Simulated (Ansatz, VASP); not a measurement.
One calculation of SnSe, two programs

```
CELL_PARAMETERS angstrom
11.42000 0.00000 0.00000
0.00000 4.19000 0.00000
0.00000 0.00000 4.46000
ATOMIC_POSITIONS crystal
Sn 0.12300 0.25000 0.09100
Sn 0.37700 0.75000 0.59100
Sn 0.62300 0.25000 0.40900
Sn 0.87700 0.75000 0.90900
Se 0.35700 0.25000 0.01600
Se 0.14300 0.75000 0.51600
Se 0.85700 0.25000 0.48400
Se 0.64300 0.75000 0.98400
```

Alike in both runs: task single point; functional LDA; k mesh 3 × 8 × 7; no spin polarisation.

|  | VASP | Ansatz |
| --- | --- | --- |
| version | VASP 6.6.1 | Ansatz 0.2.0 |
| potentials or method | VASP PAW LDA potentials, release 64 (Sn_d, Se) | scalar-relativistic, plane waves, PAW |
| plane-wave cutoff (eV) | 520 | 420 |
| occupations | gaussian, width 0.01 eV | fixed |
| valence electrons in the cell | 80 | 120 |

VASP gave:

* gap on the k mesh at the Fermi level (eV): 0.71
* least direct gap on the mesh (eV): 0.98

What did Ansatz give for the same quantities?

gap on the k mesh at the Fermi level (eV): 0.71; least direct gap on the mesh (eV): 1.00.

LDA's correlation is that of Perdew and Zunger in VASP and of Perdew and Wang (1992) in Ansatz. VASP's potentials hold 80 valence electrons a cell and Ansatz's 120, so a difference there can come from the potentials and not from the codes.
